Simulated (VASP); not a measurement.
Runs of VASP 6.6.1 on InAs. The structure is that of space group F-43m (No. 216), or close to it. The cells are those of the table. 

```tsv
task	cell	k mesh	cutoff (eV)	smearing	gap on the mesh (eV)	pressure (GPa)
single point	a = 4.320 Å, angles 60.0°, 2 atoms	12 × 12 × 12	520	fermi-dirac 0.15 eV	none	(a)
relaxation of cell and atoms	relaxed to 8 GPa from a = 4.296 Å, angles 60.0°, 2 atoms	12 × 12 × 12	600	fermi-dirac 0.15 eV	-	8.0
relaxation of cell and atoms	relaxed to 2 GPa from a = 4.375 Å, angles 60.0°, 2 atoms	12 × 12 × 12	600	fermi-dirac 0.15 eV	none	2.0
single point	a = 4.346 Å, angles 60.0°, 2 atoms	12 × 12 × 12	520	fermi-dirac 0.15 eV	none	1.1
single point	a = 4.375 Å, angles 60.0°, 2 atoms	12 × 12 × 12	520	fermi-dirac 0.15 eV	none	0.0
single point	a = 4.404 Å, angles 60.0°, 2 atoms	12 × 12 × 12	520	fermi-dirac 0.15 eV	none	-0.9
single point	a = 4.375 Å, angles 60.0°, 2 atoms	12 × 12 × 12	520	gaussian 0.1 eV	none	0.0
single point	a = 4.248 Å, angles 60.0°, 2 atoms	12 × 12 × 12	520	gaussian 0.1 eV	none	5.3
single point	a = 4.375, b = 6.187 Å, angles 135.0, 60.0, 90.0°, 2 atoms	8 × 6 × 16	520	gaussian 0.1 eV	none	0.0
```

Alike in all rows: level PBE; potentials or basis VASP PAW PBE potentials, release 64 (In_d, As); no spin polarisation.

**Question.** Fill in the values left out.

**Answer.** (a) 2.1.

Caveats: spin-orbit coupling is left out, which moves the levels of the heavy elements; the cell is relaxed towards a set pressure, so the enthalpy falls and the energy may rise (some runs).

A k mesh can miss the band edges, and the runs leave out spin-orbit coupling on As, In.

A gap of «none» marks levels without a gap at the run's occupations.
